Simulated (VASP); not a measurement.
# Na4IN (P3m1) in VASP: single point with PBE

Aim: the single point of Na4IN with PBE.

All numbers are computed with VASP 6.6.1; they aren't measurements. Logs are shortened: lines on timing, memory, paths and dates and some standing lists are left out, and cuts for length are marked.

### Step 1. The cell of the first run

The structure is trigonal, space group P3m1 (No. 156). Conventional cell: a = 3.918 Å, b = 3.918 Å, c = 16.826 Å, α = 90.00°, β = 90.00°, γ = 120.00°. Within 4.1 Å of Na (site symmetry 3m) lie 3 I at 3.14 Å and 6 Na at 3.92 Å. Within 3.3 Å of Na (site symmetry 3m) lie 1 Na at 2.49 Å and 3 N at 2.59 Å. Within 3.3 Å of Na (site symmetry 3m) lie 1 Na at 2.49 Å and 3 N at 2.58 Å. Within 4.4 Å of Na (site symmetry 3m) lie 3 I at 3.12 Å and 10 Na at 3.72 to 4.33 Å and 1 N at 4.19 Å. I (site symmetry 3m) has 6 Na at 3.12 to 3.14 Å and 6 I at 3.92 Å within 4.1 Å. Within 3.4 Å of N (site symmetry 3m) lie 6 Na at 2.58 to 2.59 Å.

The cell was built from a structure type or drawn by symmetry, and may not be a known phase.

### Step 2. Single point, PBE

File INCAR:

```
SYSTEM = Na4IN
PREC = Accurate ; ENCUT = 600
EDIFF = 1E-6 ; ISMEAR = 0
SIGMA = 0.15 ; LREAL = .False.
LASPH = .True. ; NELM = 120
ALGO = Normal ; ISIF = 2
LWAVE = .False. ; LCHARG = .False.
GGA = PE ; NBANDS = 29
GGA_COMPAT = .False.
```

File KPOINTS:

```
Automatic mesh
0
Gamma
  4 4 1
  0 0 0
```

File POSCAR:

```
Na4IN
1.0
    3.9183568509     -0.0000000036      0.0000000000
   -1.9591784223      3.3933965757      0.0000000000
    0.0000000000      0.0000000000     16.8256913743
Na I N
4 1 1
Direct
    0.3333333333      0.6666666667      0.6187116542
    0.6666666667      0.3333333333      0.0376675800
    0.6666666667      0.3333333333      0.1857264890
    0.3333333333      0.6666666667      0.3615949860
    0.6666666667      0.3333333333      0.4895465294
    0.3333333333      0.6666666667      0.1123577815
```

Potentials or basis: VASP PAW PBE potentials, release 64 (Na_pv, I, N).

Command:

```console
$ cat potpaw_PBE.64/Na_pv/POTCAR potpaw_PBE.64/I/POTCAR potpaw_PBE.64/N/POTCAR > POTCAR
$ mpirun -np 1 vasp_std > vasp.out
```

OUTCAR:

```text
SYSTEM = Na4IN
   PREC = Accurate
   ENCUT = 600
   EDIFF = 1E-6
   ISMEAR = 0
   LREAL = .False.
   LASPH = .True.
   NELM = 120
   ISIF = 2
   GGA = PE

 ion  position               nearest neighbor table
   1  0.333  0.667  0.619-   5 3.14   5 3.14   5 3.14
   2  0.667  0.333  0.038-   3 2.49
   3  0.667  0.333  0.186-   2 2.49
   4  0.333  0.667  0.362-   5 3.12   5 3.12   5 3.12
   5  0.667  0.333  0.490-   4 3.12   4 3.12   4 3.12   1 3.14   1 3.14   1 3.14
   6  0.333  0.667  0.112-

  LATTYP: Found a hexagonal cell.
 ALAT       =     3.9183568509
 C/A-ratio  =     4.2940681552

  Lattice vectors:

 A1 = (   3.9183568509,  -0.0000000036,   0.0000000000)
 A2 = (  -1.9591784223,   3.3933965757,   0.0000000000)
 A3 = (   0.0000000000,   0.0000000000,  16.8256913743)

Analysis of symmetry for initial positions (statically):
=====================================================================
 Subroutine PRICEL returns:
 Original cell was already a primitive cell.

 Routine SETGRP: Setting up the symmetry group for a
 hexagonal supercell.

 Subroutine GETGRP returns: Found  6 space group operations
 (whereof  6 operations were pure point group operations)
 out of a pool of 24 trial point group operations.

The static configuration has the point symmetry C_3v.

Analysis of symmetry for dynamics (positions and initial velocities):
=====================================================================
 Subroutine PRICEL returns:
 Original cell was already a primitive cell.

 Routine SETGRP: Setting up the symmetry group for a
 hexagonal supercell.

 Subroutine GETGRP returns: Found  6 space group operations
 (whereof  6 operations were pure point group operations)
 out of a pool of 24 trial point group operations.

The dynamic configuration has the point symmetry C_3v.

 Subroutine INISYM returns: Found  6 space group operations
 (whereof  6 operations are pure point group operations),
 and found     1 'primitive' translations

----------------------------------------------------------------------------------------

                                     Primitive cell

  volume of cell :     223.7235

  direct lattice vectors                    reciprocal lattice vectors
     3.918356851 -0.000000004  0.000000000     0.255209017  0.147344994  0.000000000
    -1.959178422  3.393396576  0.000000000     0.000000000  0.294689989  0.000000000
     0.000000000  0.000000000 16.825691374     0.000000000  0.000000000  0.059432922

  length of vectors
     3.918356851  3.918356851 16.825691374     0.294689989  0.294689989  0.059432922

  position of ions in fractional coordinates (direct lattice)
     0.333333333  0.666666667  0.618711654
     0.666666667  0.333333333  0.037667580
     0.666666667  0.333333333  0.185726489
     0.333333333  0.666666667  0.361594986
     0.666666667  0.333333333  0.489546529
     0.333333333  0.666666667  0.112357782

  ion indices of the primitive-cell ions
   primitive index   ion index
                 1           1
                 2           2
                 3           3
                 4           4
                 5           5
                 6           6

----------------------------------------------------------------------------------------

 KPOINTS: Automatic mesh

Automatic generation of k-mesh.
 Grid dimensions read from file:
 generate k-points for:    4    4    1

 Generating k-lattice:

  Cartesian coordinates                     Fractional coordinates (reciprocal lattice)
     0.063802254  0.036836249  0.000000000     0.250000000  0.000000000  0.000000000
     0.000000000  0.073672497  0.000000000     0.000000000  0.250000000  0.000000000
     0.000000000  0.000000000  0.059432922     0.000000000  0.000000000  1.000000000

  Length of vectors
     0.073672497  0.073672497  0.059432922

  Shift w.r.t. Gamma in fractional coordinates (k-lattice)
     0.000000000  0.000000000  0.000000000

 Subroutine IBZKPT returns following result:
 ===========================================

 Found      4 irreducible k-points:

 Following reciprocal coordinates:
            Coordinates               Weight
  0.000000  0.000000  0.000000      1.000000
  0.250000  0.000000  0.000000      6.000000
  0.500000  0.000000  0.000000      3.000000
  0.250000  0.250000  0.000000      6.000000
   k-points           NKPTS =      4   k-points in BZ     NKDIM =      4   number of bands    NBANDS=     29
   number of dos      NEDOS =    301   number of ions     NIONS =      6
   total plane-waves  NPLWV = 143360
   dimension x,y,z NGX =    32 NGY =   32 NGZ =  140
   dimension x,y,z NGXF=    64 NGYF=   64 NGZF=  280
   ions per type =               4   1   1
   NGX,Y,Z   is equivalent  to a cutoff of  13.58, 13.58, 13.83 a.u.
   NGXF,Y,Z  is equivalent  to a cutoff of  27.15, 27.15, 27.67 a.u.
 SYSTEM =  Na4IN
   PREC   = accura    normal or accurate (medium, high low for compatibility)
   ISTART =      0    job   : 0-new  1-cont  2-samecut
   ICHARG =      2    charge: 1-file 2-atom 10-const
   ISPIN  =      1    spin polarized calculation?
   LNONCOLLINEAR =      F non collinear calculations
   LSORBIT =      F    spin-orbit coupling
   LASPH  =      T    aspherical Exc in radial PAW
   ENCUT  =  600.0 eV  44.10 Ry    6.64 a.u.   7.83  7.83 33.61*2*pi/ulx,y,z
   NELM   =    120;   NELMIN=  2; NELMDL= -5     # of ELM steps
   EDIFF  = 0.1E-05   stopping-criterion for ELM
   LREAL  =      F    real-space projection
   EDIFFG = 0.1E-04   stopping-criterion for IOM
   NSW    =      0    number of steps for IOM
   IBRION =     -1    ionic relax: 0-MD 1-quasi-New 2-CG
   NFREE  =      0    steps in history (QN), initial steepest desc. (CG)
   ISIF   =      2    stress and relaxation
   ISYM   =      2    0-nonsym 1-usesym 2-fastsym
   POTIM  = 0.5000    time-step for ionic-motion
   TEBEG  =    0.0;   TEEND  =   0.0 temperature during run
   PSTRESS=    0.0 pullay stress
   NELECT =      40.0000    total number of electrons
   NUPDOWN=      -1.0000    fix difference up-down
   EMIN   =  10.00;   EMAX   =-10.00  energy-range for DOS
   EFERMI =   0.00;   METHOD = LEGACY
   ISMEAR =     0;   SIGMA  =   0.15  broadening in eV -4-tet -1-fermi 0-gaus
   EFERMI_NEDOS =   21; number of points for ismear=-14 and -15
   IALGO  =     38    algorithm
   IMIX   =      4    mixing-type and parameters
     AMIX     =   0.40;   BMIX     =  1.00
     AMIX_MAG =   1.60;   BMIX_MAG =  1.00
  volume/ion in A,a.u.               =      37.29       251.63
  Fermi-wavevector in a.u.,A,eV,Ry     =   0.922269  1.742836 11.572847  0.850580
  Thomas-Fermi vector in A             =   2.047777
   LORBIT       =      0    0 simple, 1 ext, 2 COOP (PROOUT), +10 PAW based schemes
   GGA     = PE    functional components
   LHFCALC =     F    Hartree Fock is set to
   AEXX    =    0.0000 exact exchange contribution
   IVDW    =     0    specifies the selected vdW correction
   LEPSILON=     F    determine dielectric tensor
   LRPA    =     F    only Hartree local field effects (RPA)
 non-spin polarized calculation
 Gauss-broadening in eV      SIGMA  =   0.15
  energy-cutoff  :      600.00
  volume of cell :      223.72
 maximum number of plane-waves:      7502
 NGX is ok and might be reduce to    32
   NGX = 15   NGY = 15   NGZ = 67

 number of electron      40.0000000 magnetization

 Free energy of the ion-electron system (eV)
  ---------------------------------------------------
  ext. energy  EPLUGINS =         0.00000000
  ---------------------------------------------------
  free energy    TOTEN  =       -14.22773774 eV

  energy without entropy =      -14.17963922  energy(sigma->0) =      -14.20368848

 E-fermi :   0.4950     XC(G=0):  -6.1555

 val. band max:        0.4513547121   @ k =   0.5000   0.0000   0.0000
 cond. band min:       0.5781714274   @ k =   0.2500   0.0000   0.0000
 fundamental gap:      0.1268167153
 Fermi energy:         0.4950294933

 k-point     1 :       0.0000    0.0000    0.0000
  band No.  band energies     occupation
      1     -24.7779      2.00000
      2     -24.7779      2.00000
      3     -24.7738      2.00000
      4     -24.7174      2.00000
      5     -24.7174      2.00000
      6     -24.7025      2.00000
      7     -23.2711      2.00000
      8     -23.0541      2.00000
      9     -23.0541      2.00000
     10     -22.8438      2.00000
     11     -22.7461      2.00000
     12     -22.7461      2.00000
     13     -13.4072      2.00000
     14     -10.9072      2.00000
     15      -4.4360      2.00000
     16      -1.2172      2.00000
     17      -1.1382      2.00000
     18      -1.1382      2.00000
     19      -0.4602      2.00000
     20       0.3308      1.87841
     21       0.7130      0.03985
     22       0.7130      0.03985
     23       1.4962      0.00000
     24       3.4842      0.00000
     25       3.8464      0.00000
     26       4.8383      0.00000
     27       6.3370      0.00000
     28       7.0095      0.00000
     29       7.3546      0.00000

 k-point     2 :       0.2500    0.0000    0.0000
  band No.  band energies     occupation
      1     -24.7866      2.00000
      2     -24.7800      2.00000
      3     -24.7722      2.00000
      4     -24.7262      2.00000
      5     -24.7195      2.00000
      6     -24.7008      2.00000
      7     -23.2688      2.00000
      8     -23.0639      2.00000
      9     -23.0563      2.00000
     10     -22.8427      2.00000
     11     -22.7557      2.00000
     12     -22.7482      2.00000
     13     -13.0918      2.00000
     14     -10.7945      2.00000
     15      -3.9473      2.00000
     16      -3.2166      2.00000
     17      -1.6059      2.00000
     18      -0.6104      2.00000
     19      -0.2597      2.00000
     20       0.3126      1.91450
     21       0.5782      0.43312
     22       0.9390      0.00003
     23       2.2835      0.00000
     24       4.0954      0.00000
     25       4.2948      0.00000
     26       5.0763      0.00000
     27       5.3279      0.00000
     28       6.2696      0.00000
     29       6.9296      0.00000

 k-point     3 :       0.5000    0.0000    0.0000
  band No.  band energies     occupation
      1     -24.7951      2.00000
      2     -24.7820      2.00000
      3     -24.7706      2.00000
      4     -24.7350      2.00000
      5     -24.7216      2.00000
      6     -24.6991      2.00000
      7     -23.2665      2.00000
      8     -23.0737      2.00000
      9     -23.0585      2.00000
     10     -22.8416      2.00000
     11     -22.7653      2.00000
     12     -22.7504      2.00000
     13     -12.7207      2.00000
     14     -10.6779      2.00000
     15      -4.6589      2.00000
     16      -3.3093      2.00000
     17      -1.9952      2.00000
     18      -0.8335      2.00000
     19       0.1163      1.99964
     20       0.4514      1.31949
     21       1.7078      0.00000
     22       2.0519      0.00000
     23       2.7281      0.00000
     24       3.0045      0.00000
     25       4.1791      0.00000
     26       4.2674      0.00000
     27       4.5579      0.00000
     28       4.6924      0.00000
     29       6.0798      0.00000

 k-point     4 :       0.2500    0.2500    0.0000
  band No.  band energies     occupation
      1     -24.7919      2.00000
      2     -24.7853      2.00000
      3     -24.7706      2.00000
      4     -24.7317      2.00000
      5     -24.7249      2.00000
      6     -24.6991      2.00000
      7     -23.2665      2.00000
      8     -23.0701      2.00000
      9     -23.0620      2.00000
     10     -22.8416      2.00000
     11     -22.7618      2.00000
     12     -22.7539      2.00000
     13     -12.7261      2.00000
     14     -10.6789      2.00000
     15      -4.1386      2.00000
     16      -3.3309      2.00000
     17      -2.9631      2.00000
     18      -0.5791      2.00000
     19       0.0823      1.99990
     20       0.0892      1.99987
     21       1.6161      0.00000
     22       1.8677      0.00000
     23       3.5503      0.00000
     24       3.8206      0.00000
     25       4.2927      0.00000
     26       4.3700      0.00000
     27       4.9578      0.00000
     28       5.5316      0.00000
     29       5.7892      0.00000

------------------------ aborting loop because EDIFF is reached ----------------------------------------

  FORCE on cell =-STRESS in cart. coord.  units (eV):
  Direction    XX          YY          ZZ          XY          YZ          ZX
  --------------------------------------------------------------------------------------
  -------------------------------------------------------------------------------------
  Total        0.0806139      0.0806139     -0.0086038      0.0000000     -0.0000000     -0.0000000
  in kB        0.5773101      0.5773101     -0.0616156      0.0000000     -0.0000000     -0.0000000
  external PRESSURE =       0.3643349 kB  Pullay stress =       0.0000000 kB

 VOLUME and BASIS-vectors are now :
 -----------------------------------------------------------------------------
  energy-cutoff  :      600.00
  volume of cell :      223.72
      direct lattice vectors                 reciprocal lattice vectors
     3.918356851 -0.000000004  0.000000000     0.255209017  0.147344994  0.000000000
    -1.959178422  3.393396576  0.000000000     0.000000000  0.294689989  0.000000000
     0.000000000  0.000000000 16.825691374     0.000000000  0.000000000  0.059432922

 POSITION                                       TOTAL-FORCE (eV/Angst)
 -----------------------------------------------------------------------------------
      0.00000      2.26226     10.41025        -0.000000      0.000000      0.058701
      1.95918      1.13113      0.63378        -0.000000      0.000000     -0.037186
      1.95918      1.13113      3.12498        -0.000000     -0.000000      0.001273
      0.00000      2.26226      6.08409         0.000000     -0.000000     -0.029984
      1.95918      1.13113      8.23696         0.000000     -0.000000     -0.007341
      0.00000      2.26226      1.89050         0.000000     -0.000000      0.014538
 -----------------------------------------------------------------------------------
    total drift:                               -0.000000     -0.000000     -0.000268

  FREE ENERGIE OF THE ION-ELECTRON SYSTEM (eV)
  ---------------------------------------------------
  free  energy   TOTEN  =       -14.2277377399 eV

  energy  without entropy=      -14.1796392163  energy(sigma->0) =      -14.20368848
```

It took 36 s on 1 thread of Intel Xeon 6975P-C (Granite Rapids), shared host; peak memory 0.36 GiB.

Results:

| Property | Result |
| --- | --- |
| Free energy | -14.2277 eV |
| Pressure | 0.0 GPa |
| Largest force | 0.059 eV/Å |
| Band gap on the k mesh | 0.13 eV (least direct gap 0.27 eV) |

Forces on the atoms (eV/Å):
```
Na   0.000  0.000  0.059
Na   0.000  0.000 -0.037
Na   0.000  0.000  0.001
Na   0.000  0.000 -0.030
I    0.000  0.000 -0.007
N    0.000  0.000  0.015
```

Caveat: the k points lie up to 0.46 Å⁻¹ apart; spin-orbit coupling is left out, which moves the levels of the heavy elements; an odd mesh through Γ misses points on the zone boundary, where band edges can lie.
